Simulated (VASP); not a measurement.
Set up this calculation in VASP 6.6.1, as the native input.

| Item | Value |
| --- | --- |
| Task | single point |
| Functional | PBEsol |
| Potentials or basis | VASP PAW PBE potentials, release 64 (N, F, Na_pv) |
| Cutoff | 520 eV |
| k mesh | 2 × 2 × 2, shifted |
| Occupations | gaussian, width 0.05 eV |
| Spin | no spin polarisation |
| Dipole correction | no |
| Further INCAR settings | LREAL = Auto; ALGO = Normal; EDIFF = 1e-06; NBANDS = 69 |

The structure of Na8NF7 (a cell with a defect) lies in POSCAR:

```
Na8NF7
1.0
    0.0000000000      4.6300000000      4.6300000000
    4.6300000000      0.0000000000      4.6300000000
    4.6300000000      4.6300000000      0.0000000000
N F Na
1 7 8
Direct
    0.7394780000      0.2525760000      0.2465360000
    0.2501720000      0.7665470000      0.7351600000
    0.2734550000      0.7270410000      0.2452190000
    0.7419330000      0.2507300000      0.7494860000
    0.2180310000      0.2692920000      0.7473510000
    0.7462180000      0.7514490000      0.2384240000
    0.2370830000      0.2508940000      0.2437570000
    0.7446690000      0.7633970000      0.7508800000
    0.0044330000      0.0288520000      0.9628100000
    0.4933090000      0.4995680000      0.5156900000
    0.0010560000      0.9863130000      0.5093900000
    0.5121290000      0.5141740000      0.9971480000
    0.0056220000      0.4976270000      0.0033160000
    0.4974670000      0.0004330000      0.4832400000
    0.5225940000      0.0211640000      0.9852420000
    0.0008720000      0.5231790000      0.5053210000
```

These files were run (other wordings do the same):

INCAR

```
SYSTEM = Na8NF7
  PREC = Accurate
  ENCUT = 520
  EDIFF = 1E-6
  ISMEAR = 0
  SIGMA = 0.05
  LREAL = Auto
  LASPH = .TRUE.
  NELM = 100
  ALGO = Normal
  ISIF = 2
  LWAVE = .FALSE.
  LCHARG = .FALSE.
  GGA = PS
  NBANDS = 69
```

KPOINTS

```
Automatic mesh
0
Gamma
  2 2 2
  0.5 0.5 0.5
```

Potentials or basis: VASP PAW PBE potentials, release 64 (N, F, Na_pv).

Run with:

```bash
$ cat potpaw_PBE.64/N/POTCAR potpaw_PBE.64/F/POTCAR potpaw_PBE.64/Na_pv/POTCAR > POTCAR
$ mpirun -np 1 vasp_std > vasp.out
```

It gave:

The pressure is 3.0 GPa, the largest force is 1.038 eV/Å and the band gap on the k mesh is zero (bands 55 and 56 overlap by 0.08 eV).

Caveat: the k points lie up to 0.59 Å⁻¹ apart; the PAW data sets were made with another functional, which shifts forces and pressure a little.

Run time: 11 min on 1 thread of Intel Xeon 8259CL, on a shared host, peak memory 0.44 GiB.
